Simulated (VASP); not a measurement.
Set up this calculation in VASP 6.6.1, as the native input.

| Property | Result |
| --- | --- |
| Task | single point |
| Functional | PBE |
| Potentials or basis | VASP PAW PBE potentials, release 64 (Al, Ru_pv) |
| Cutoff | 520 eV |
| k mesh | 16 × 16 × 16 |
| Occupations | gaussian, width 0.15 eV |
| Spin | no spin polarisation |
| Dipole correction | no |
| Further INCAR settings | ALGO = Fast; EDIFF = 1e-07; NBANDS = 16 |

The structure of AlRu lies in POSCAR:

```
AlRu
1.0
    3.0663900000      0.0000000000      0.0000000000
    0.0000000000      3.0663900000      0.0000000000
    0.0000000000      0.0000000000      2.9168100000
Al Ru
1 1
Direct
    0.0000000000      0.0000000000      0.0000000000
    0.5000000000      0.5000000000      0.5000000000
```

This cell differs from its parent crystal: strain +0.025 along x and y, -0.025 along z.

The input as run:

INCAR

```
SYSTEM = AlRu
ALGO     = Fast           ! electronic algorithm
EDIFF    = 1E-7           ! SCF threshold, eV
ENCUT    = 520            ! plane-wave cutoff, eV
GGA      = PE             ! functional
ISIF     = 2              ! what is computed and relaxed
ISMEAR   = 0              ! smearing method
LASPH    = .True.         ! aspherical terms in the spheres
LCHARG   = .False.        ! write CHGCAR
LREAL    = .False.        ! projectors in reciprocal space
LWAVE    = .False.        ! write WAVECAR
NBANDS   = 16             ! bands
NELM     = 60             ! most SCF steps
PREC     = Accurate       ! precision mode
SIGMA    = 0.15           ! smearing width, eV
```

KPOINTS

```
k-points
0
Gamma
  16 16 16
  0 0 0
```

Potentials or basis: VASP PAW PBE potentials, release 64 (Al, Ru_pv).

The run is started by

```bash
$ cat potpaw_PBE.64/Al/POTCAR potpaw_PBE.64/Ru_pv/POTCAR > POTCAR
$ mpirun -np 1 vasp_std > vasp.out
```

It gave:

* Pressure: -2.1 GPa

Caveat: the cell differs from its parent crystal (strain +0.025 along x and y, -0.025 along z).

Wall time 48 s on 1 thread of Intel(R) Xeon(R) 6975P-C (Granite Rapids) (shared host), peak memory 0.27 GiB.
